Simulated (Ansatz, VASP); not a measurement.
# C in VASP and in Ansatz

```
CELL_PARAMETERS angstrom
0.00000 1.77846 1.77846
1.77846 0.00000 1.77846
1.77846 1.77846 0.00000
ATOMIC_POSITIONS crystal
C 0.50000 0.50000 0.50000
C 0.75000 0.75000 0.75000
```

Alike in both runs: functional PBE; dispersion D3(BJ); k mesh 10 × 10 × 10; no spin polarisation.

Ansatz relaxed the structure, and its values are those at the end. VASP's run is a single point on that final structure, the one shown.

|  | VASP | Ansatz |
| --- | --- | --- |
| version | VASP 6.6.1 | Ansatz 0.2.0 |
| potentials or method | VASP PAW PBE potentials, release 64 (C) | plane waves, PAW |
| plane-wave cutoff (eV) | 600 | 420 |
| occupations | gaussian, width 0.01 eV | fixed |
| valence electrons in the cell | 8 | 8 |

|  | VASP | Ansatz | Ansatz less VASP |
| --- | --- | --- | --- |
| pressure (GPa) | 0.0 | 0.0 | -0.02 |

Ansatz's warnings: stress scf threshold loose.
